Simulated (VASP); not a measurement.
# AlN in VASP: settings compared

AlN is run at these levels: PBE, r2SCAN; tasks: single point.

Everything below comes from runs of VASP 6.6.1. Logs are shortened: lines on timing, memory, paths and dates and some standing lists are left out, and cuts for length are marked.

**1. The cell of the first run**

The structure is hexagonal, space group P6_3mc (No. 186). The conventional cell has a = 3.107 Å, b = 3.107 Å, c = 5.128 Å, α = 90.00°, β = 90.00°, γ = 120.00°. Al (site symmetry 3m) has 4 N at 1.90 to 1.93 Å within 2.5 Å. N (site symmetry 3m) has 4 Al at 1.90 to 1.93 Å within 2.5 Å.

**2. Single point, PBE (uniaxial z strain +3.0%)**

The input, INCAR:

```
  PREC = Accurate
  ENCUT = 520
  EDIFF = 1E-6
  ISMEAR = -1
  SIGMA = 0.02
  LREAL = False
  LASPH = True
  NELM = 100
  ALGO = Normal
  ISIF = 2
  LWAVE = False
  LCHARG = True
  GGA = PE
  LELF = True
  LVHAR = True
  NBANDS = 16
```

The input, KPOINTS:

```
Automatic mesh
0
Gamma
  12 12 6
```

The input, POSCAR:

```
AlN
1.0
    3.1066937614      0.0000000000      0.0000000000
   -1.5533468807      2.6904757192      0.0000000000
    0.0000000000      0.0000000000      5.1279492940
Al N
2 2
Direct
    0.3333333333      0.6666666667     -0.0010130556
    0.6666666667      0.3333333333      0.4989869444
    0.3333333333      0.6666666667      0.3760130556
    0.6666666667      0.3333333333      0.8760130556
```

Potentials or basis: VASP PAW PBE potentials, release 64 (Al, N).

Launch:

```bash
> cat potpaw_PBE.64/Al/POTCAR potpaw_PBE.64/N/POTCAR > POTCAR
> mpirun -np 1 vasp_std > vasp.out
```

OUTCAR:

```text
PREC = Accurate
   ENCUT = 520
   EDIFF = 1E-6
   ISMEAR = -1
   LREAL = False
   LASPH = True
   NELM = 100
   ISIF = 2
   GGA = PE

 ion  position               nearest neighbor table
   1  0.333  0.667  0.999-   4 1.90   4 1.90   4 1.90   3 1.93   2 3.13   2 3.13   2 3.13   2 3.13
                             2 3.13   2 3.13
   2  0.667  0.333  0.499-   3 1.90   3 1.90   3 1.90   4 1.93   1 3.13   1 3.13   1 3.13   1 3.13
                             1 3.13   1 3.13
   3  0.333  0.667  0.376-   2 1.90   2 1.90   2 1.90   1 1.93
   4  0.667  0.333  0.876-   1 1.90   1 1.90   1 1.90   2 1.93

  LATTYP: Found a hexagonal cell.
 ALAT       =     3.1066937614
 C/A-ratio  =     1.6506130594

  Lattice vectors:

 A1 = (   3.1066937614,   0.0000000000,   0.0000000000)
 A2 = (  -1.5533468807,   2.6904757192,   0.0000000000)
 A3 = (   0.0000000000,   0.0000000000,   5.1279492940)

Analysis of symmetry for initial positions (statically):
=====================================================================
 Subroutine PRICEL returns:
 Original cell was already a primitive cell.

 Routine SETGRP: Setting up the symmetry group for a
 hexagonal supercell.

 Subroutine GETGRP returns: Found 12 space group operations
 (whereof  6 operations were pure point group operations)
 out of a pool of 24 trial point group operations.

The static configuration has the point symmetry C_3v.
 The point group associated with its full space group is C_6v.

Analysis of symmetry for dynamics (positions and initial velocities):
=====================================================================
 Subroutine PRICEL returns:
 Original cell was already a primitive cell.

 Routine SETGRP: Setting up the symmetry group for a
 hexagonal supercell.

 Subroutine GETGRP returns: Found 12 space group operations
 (whereof  6 operations were pure point group operations)
 out of a pool of 24 trial point group operations.

The dynamic configuration has the point symmetry C_3v.
 The point group associated with its full space group is C_6v.

 Subroutine INISYM returns: Found 12 space group operations
 (whereof  6 operations are pure point group operations),
 and found     1 'primitive' translations

----------------------------------------------------------------------------------------

                                     Primitive cell

  volume of cell :      42.8619

  direct lattice vectors                    reciprocal lattice vectors
     3.106693761  0.000000000  0.000000000     0.321885605  0.185840741  0.000000000
    -1.553346881  2.690475719  0.000000000     0.000000000  0.371681481  0.000000000
     0.000000000  0.000000000  5.127949294     0.000000000  0.000000000  0.195009729

  length of vectors
     3.106693761  3.106693761  5.127949294     0.371681481  0.371681481  0.195009729

  position of ions in fractional coordinates (direct lattice)
     0.333333333  0.666666667  0.998986944
     0.666666667  0.333333333  0.498986944
     0.333333333  0.666666667  0.376013056
     0.666666667  0.333333333  0.876013056

  ion indices of the primitive-cell ions
   primitive index   ion index
                 1           1
                 2           2
                 3           3
                 4           4

----------------------------------------------------------------------------------------

 KPOINTS: Automatic mesh

Automatic generation of k-mesh.
 Grid dimensions read from file:
 generate k-points for:   12   12    6

 Generating k-lattice:

  Cartesian coordinates                     Fractional coordinates (reciprocal lattice)
     0.026823800  0.015486728  0.000000000     0.083333333 -0.000000000  0.000000000
     0.000000000  0.030973457  0.000000000     0.000000000  0.083333333  0.000000000
     0.000000000  0.000000000  0.032501621     0.000000000  0.000000000  0.166666667

  Length of vectors
     0.030973457  0.030973457  0.032501621

  Shift w.r.t. Gamma in fractional coordinates (k-lattice)
     0.000000000  0.000000000  0.000000000

 Subroutine IBZKPT returns following result:
 ===========================================

 Found     76 irreducible k-points:

 Following reciprocal coordinates:
            Coordinates               Weight
  0.000000  0.000000  0.000000      1.000000
  0.083333  0.000000  0.000000      6.000000
  0.166667  0.000000  0.000000      6.000000
  0.250000  0.000000  0.000000      6.000000
  0.333333  0.000000  0.000000      6.000000
  0.416667  0.000000  0.000000      6.000000
[... 16 lines left out ...]
  0.250000  0.000000  0.166667     12.000000
  0.333333  0.000000  0.166667     12.000000
 [... further k-points ...]
   k-points           NKPTS =     76   k-points in BZ     NKDIM =     76   number of bands    NBANDS=     16
   number of dos      NEDOS =    301   number of ions     NIONS =      4
   total plane-waves  NPLWV =  23040
   dimension x,y,z NGX =    24 NGY =   24 NGZ =   40
   dimension x,y,z NGXF=    48 NGYF=   48 NGZF=   80
   ions per type =               2   2
   NGX,Y,Z   is equivalent  to a cutoff of  12.84, 12.84, 12.97 a.u.
   NGXF,Y,Z  is equivalent  to a cutoff of  25.69, 25.69, 25.94 a.u.
 SYSTEM =  unknown system
   PREC   = accura    normal or accurate (medium, high low for compatibility)
   ISTART =      0    job   : 0-new  1-cont  2-samecut
   ICHARG =      2    charge: 1-file 2-atom 10-const
   ISPIN  =      1    spin polarized calculation?
   LNONCOLLINEAR =      F non collinear calculations
   LSORBIT =      F    spin-orbit coupling
   LASPH  =      T    aspherical Exc in radial PAW
   ENCUT  =  520.0 eV  38.22 Ry    6.18 a.u.   5.78  5.78  9.53*2*pi/ulx,y,z
   NELM   =    100;   NELMIN=  2; NELMDL= -5     # of ELM steps
   EDIFF  = 0.1E-05   stopping-criterion for ELM
   LREAL  =      F    real-space projection
   EDIFFG = 0.1E-04   stopping-criterion for IOM
   NSW    =      0    number of steps for IOM
   IBRION =     -1    ionic relax: 0-MD 1-quasi-New 2-CG
   NFREE  =      0    steps in history (QN), initial steepest desc. (CG)
   ISIF   =      2    stress and relaxation
   ISYM   =      2    0-nonsym 1-usesym 2-fastsym
   POTIM  = 0.5000    time-step for ionic-motion
   TEBEG  =    0.0;   TEEND  =   0.0 temperature during run
   PSTRESS=    0.0 pullay stress
   NELECT =      16.0000    total number of electrons
   NUPDOWN=      -1.0000    fix difference up-down
   EMIN   =  10.00;   EMAX   =-10.00  energy-range for DOS
   EFERMI =   0.00;   METHOD = LEGACY
   ISMEAR =    -1;   SIGMA  =   0.02  broadening in eV -4-tet -1-fermi 0-gaus
   EFERMI_NEDOS =   21; number of points for ismear=-14 and -15
   IALGO  =     38    algorithm
   IMIX   =      4    mixing-type and parameters
     AMIX     =   0.40;   BMIX     =  1.00
     AMIX_MAG =   1.60;   BMIX_MAG =  1.00
  volume/ion in A,a.u.               =      10.72        72.31
  Fermi-wavevector in a.u.,A,eV,Ry     =   1.178757  2.227528 18.904872  1.389469
  Thomas-Fermi vector in A             =   2.315081
   LORBIT       =      0    0 simple, 1 ext, 2 COOP (PROOUT), +10 PAW based schemes
   GGA     = PE    functional components
   LHFCALC =     F    Hartree Fock is set to
   AEXX    =    0.0000 exact exchange contribution
   IVDW    =     0    specifies the selected vdW correction
   LEPSILON=     F    determine dielectric tensor
   LRPA    =     F    only Hartree local field effects (RPA)
 non-spin polarized calculation
  energy-cutoff  :      520.00
  volume of cell :       42.86
 maximum number of plane-waves:      1172
 NGX is ok and might be reduce to    24
   NGX = 11   NGY = 11   NGZ = 19

 number of electron      15.9999997 magnetization

 Free energy of the ion-electron system (eV)
  ---------------------------------------------------
  ext. energy  EPLUGINS =         0.00000000
  ---------------------------------------------------
  free energy    TOTEN  =       -29.75813557 eV

  energy without entropy =      -29.75813557  energy(sigma->0) =      -29.75813557

 E-fermi :   6.2064     XC(G=0): -10.8002

 val. band max:        5.7695368642   @ k =   0.0000   0.0000   0.0000
 cond. band min:       9.8383183639   @ k =   0.0000   0.0000   0.0000
 fundamental gap:      4.0687814998
 Fermi energy:         6.2063509512

 k-point     1 :       0.0000    0.0000    0.0000
  band No.  band energies     occupation
      1      -9.1242      2.00000
      2      -7.1766      2.00000
      3      -0.0809      2.00000
      4       5.2053      2.00000
      5       5.2053      2.00000
      6       5.7328      2.00000
[... 8 lines left out ...]
     15      18.9836      0.00000
     16      18.9836      0.00000

 k-point     2 :       0.0833    0.0000    0.0000
  band No.  band energies     occupation
      1      -9.0361      2.00000
      2      -7.1232      2.00000
      3       0.0254      2.00000
      4       4.7861      2.00000
      5       5.0908      2.00000
      6       5.3406      2.00000
[... 8 lines left out ...]
     15      18.7358      0.00000
     16      19.0328      0.00000

 k-point     3 :       0.1667    0.0000    0.0000
  band No.  band energies     occupation
      1      -8.7796      2.00000
      2      -6.9760      2.00000
      3       0.3387      2.00000
      4       3.7645      2.00000
      5       4.4446      2.00000
      6       4.8209      2.00000
[... 8 lines left out ...]
     15      18.2116      0.00000
     16      18.6664      0.00000

 k-point     4 :       0.2500    0.0000    0.0000
  band No.  band energies     occupation
      1      -8.3810      2.00000
      2      -6.7768      2.00000
      3       0.8395      2.00000
      4       2.5766      2.00000
      5       3.4619      2.00000
      6       4.5094      2.00000
[... 8 lines left out ...]
     15      17.7535      0.00000
     16      19.2489      0.00000
[... 324 lines left out ...]
 k-point    22 :       0.1667    0.0000    0.1667
  band No.  band energies     occupation
      1      -8.6865      2.00000
      2      -7.1403      2.00000
      3       0.6265      2.00000
      4       3.8026      2.00000
      5       4.2172      2.00000
      6       4.8717      2.00000
[... 8 lines left out ...]
     15      18.2331      0.00000
     16      18.7708      0.00000

 k-point    23 :       0.2500    0.0000    0.1667
  band No.  band energies     occupation
      1      -8.2948      2.00000
      2      -6.9151      2.00000
      3       0.9998      2.00000
      4       2.6998      2.00000
      5       3.3025      2.00000
      6       4.5687      2.00000
[... 8 lines left out ...]
     15      17.9892      0.00000
     16      19.2621      0.00000

 k-point    24 :       0.3333    0.0000    0.1667
  band No.  band energies     occupation
      1      -7.8196      2.00000
      2      -6.7015      2.00000
      3       1.1042      2.00000
      4       1.9881      2.00000
      5       2.5786      2.00000
      6       4.3028      2.00000
[... 8 lines left out ...]
     15      17.9769      0.00000
     16      20.1212      0.00000

 [... further k-points ...]

------------------------ aborting loop because EDIFF is reached ----------------------------------------

  FORCE on cell =-STRESS in cart. coord.  units (eV):
  Direction    XX          YY          ZZ          XY          YZ          ZX
  --------------------------------------------------------------------------------------
  -------------------------------------------------------------------------------------
  Total        0.4322976      0.4322976     -1.8470061      0.0000000      0.0000000      0.0000000
  in kB       16.1592874     16.1592874    -69.0410936      0.0000000      0.0000000      0.0000000
  external PRESSURE =     -12.2408396 kB  Pullay stress =       0.0000000 kB

 VOLUME and BASIS-vectors are now :
 -----------------------------------------------------------------------------
  energy-cutoff  :      520.00
  volume of cell :       42.86
      direct lattice vectors                 reciprocal lattice vectors
     3.106693761  0.000000000  0.000000000     0.321885605  0.185840741  0.000000000
    -1.553346881  2.690475719  0.000000000     0.000000000  0.371681481  0.000000000
     0.000000000  0.000000000  5.127949294     0.000000000  0.000000000  0.195009729

 POSITION                                       TOTAL-FORCE (eV/Angst)
 -----------------------------------------------------------------------------------
     -0.00000      1.79365      5.12275        -0.000000      0.000000      0.016020
      1.55335      0.89683      2.55878        -0.000000     -0.000000      0.016020
     -0.00000      1.79365      1.92818        -0.000000      0.000000     -0.016020
      1.55335      0.89683      4.49215         0.000000     -0.000000     -0.016020
 -----------------------------------------------------------------------------------
    total drift:                               -0.000000     -0.000000     -0.000256

  FREE ENERGIE OF THE ION-ELECTRON SYSTEM (eV)
  ---------------------------------------------------
  free  energy   TOTEN  =       -29.7581355681 eV

  energy  without entropy=      -29.7581355681  energy(sigma->0) =      -29.75813557
```

Run time: 19 s. Hardware: 1 thread of AMD EPYC 9R45 (Zen 5), shared host; peak memory 0.15 GiB.

Results:

```
Free energy            : -29.7581 eV
Pressure               : -1.2 GPa
Largest force          : 0.016 eV/Å
Band gap on the k mesh : 4.07 eV
```

Forces in eV/Å, atoms in the order of the input:
```
Al   0.000  0.000  0.016
Al   0.000  0.000  0.016
N    0.000  0.000 -0.016
N    0.000  0.000 -0.016
```

Stress tensor (GPa, compression positive):
```
 1.62  0.00  0.00
 0.00  1.62  0.00
 0.00  0.00 -6.90
```

Levels at points of the mesh, in eV from the valence-band top:
```csv
k point,band 5,band 6,band 7,band 8,band 9,band 10,band 11,band 12
"(0.00, 0.00, 0.00)",-0.56,-0.04,0.00,0.00,4.07,6.85,10.33,11.39
"(0.50, 0.00, 0.00)",-3.17,-1.78,-1.65,-0.54,5.66,6.00,8.10,10.18
"(0.00, 0.00, 0.50)",-0.29,-0.29,-0.29,-0.29,6.46,6.46,10.11,10.11
"(0.50, 0.00, 0.50)",-1.32,-1.32,-1.22,-1.22,5.24,5.24,9.23,9.23
```

Caveat: the cell differs from its parent crystal (uniaxial z strain +3.0%).

**3. Single point, r2SCAN (strain -5.0%)**

The input, POSCAR:

```
AlN
1.0
    2.9513590734      0.0000000000      0.0000000000
   -1.4756795367      2.5559519332      0.0000000000
    0.0000000000      0.0000000000      4.7296619702
Al N
2 2
Direct
    0.3333333333      0.6666666667     -0.0037165980
    0.6666666667      0.3333333333      0.4962834020
    0.3333333333      0.6666666667      0.3787165980
    0.6666666667      0.3333333333      0.8787165980
```

The input, INCAR.step1:

```
PREC     = Accurate       # precision mode
ENCUT    = 520            # plane-wave cutoff, eV
ISMEAR   = 0              # smearing method
SIGMA    = 0.01           # smearing width, eV
LREAL    = F              # projectors in reciprocal space
LASPH    = T              # aspherical terms in the spheres
NELM     = 60             # most SCF steps
NBANDS   = 16             # bands
GGA      = PE             # functional
ALGO     = Normal         # electronic algorithm
EDIFF    = 1E-4           # SCF threshold, eV
LWAVE    = T              # write WAVECAR
LCHARG   = F              # write CHGCAR
```

The input, INCAR.step2:

```
PREC     = Accurate       # precision mode
ENCUT    = 520            # plane-wave cutoff, eV
EDIFF    = 1E-6           # SCF threshold, eV
ISMEAR   = 0              # smearing method
SIGMA    = 0.01           # smearing width, eV
LREAL    = F              # projectors in reciprocal space
LASPH    = T              # aspherical terms in the spheres
NELM     = 60             # most SCF steps
ALGO     = Normal         # electronic algorithm
ISIF     = 2              # what is computed and relaxed
LWAVE    = F              # write WAVECAR
LCHARG   = F              # write CHGCAR
METAGGA  = R2SCAN         # meta-GGA
LMIXTAU  = T            
NBANDS   = 16             # bands
ISTART   = 1
```

KPOINTS is that of step 2.

Potentials or basis: VASP PAW PBE potentials, release 64 (Al, N).

Launch:

```bash
> cat potpaw_PBE.64/Al/POTCAR potpaw_PBE.64/N/POTCAR > POTCAR
> cp INCAR.step1 INCAR
> mpirun -np 1 vasp_std > vasp.out
> cp INCAR.step2 INCAR
> mpirun -np 1 vasp_std > vasp.out
```

It took 86 s on 1 thread of AMD EPYC 9R45 (Zen 5), shared host; peak memory 0.15 GiB.

It converged, with:

```
Free energy            : -37.7467 eV
Pressure               : 43.4 GPa
Band gap on the k mesh : 5.78 eV (least direct gap 6.40 eV)
```

Stress tensor (GPa, compression positive):
```
44.92  0.00  0.00
 0.00 44.92  0.00
 0.00  0.00 40.49
```

Levels at points of the mesh, in eV from the valence-band top:
```csv
k point,band 4,band 5,band 6,band 7,band 8,band 9,band 10,band 11,band 12,band 13
"(0.00, 0.00, 0.00)",-0.97,-0.97,-0.29,-0.29,0.00,6.40,9.00,13.01,13.19,13.19
"(0.50, 0.00, 0.00)",-4.63,-3.78,-2.36,-2.00,-0.76,6.79,7.15,10.48,12.43,12.65
"(0.00, 0.00, 0.50)",-3.66,-0.64,-0.64,-0.64,-0.64,8.73,8.73,12.70,12.70,13.55
"(0.50, 0.00, 0.50)",-6.32,-1.65,-1.65,-1.55,-1.55,6.56,6.56,11.14,11.14,14.93
```

Caveat: the cell differs from its parent crystal (strain -5.0%); the cell stands under pressure; the PAW data sets were made with another functional, which shifts forces and pressure a little. A k mesh can miss the band edges.

(Part 1 of 2 ends here.)
